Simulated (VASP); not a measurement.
Here is a VASP 6.6.1 calculation.

Contents of INCAR:

```
SYSTEM = HfN
PREC = Accurate
ENCUT = 600
EDIFF = 1E-6
ISMEAR = -1
SIGMA = 0.03
LREAL = .FALSE.
LASPH = .TRUE.
NELM = 120
ALGO = Normal
ISIF = 2
LWAVE = .FALSE.
LCHARG = .TRUE.
GGA = PE
LELF = .TRUE.
LVHAR = .TRUE.
NBANDS = 14
GGA_COMPAT = .FALSE.
```

File KPOINTS:

```
regular mesh
0
G
  10 10 10
  0 0 0
```

The input POSCAR:

```
HfN
1.0
    0.0000000000      2.2514447596      2.2514447596
    2.2514447596      0.0000000000      2.2514447596
    2.2514447596      2.2514447596      0.0000000000
Hf N
1 1
Direct
    0.0000000000      0.0000000000      0.0000000000
    0.5000000000      0.5000000000      0.5000000000
```

Potentials or basis: VASP PAW PBE potentials, release 64 (Hf_pv, N).

Launch:

```sh
$ cat potpaw_PBE.64/Hf_pv/POTCAR potpaw_PBE.64/N/POTCAR > POTCAR
$ mpirun -np 1 vasp_std > vasp.out
```

Q: Predict the pressure.

A: 5.9 GPa.
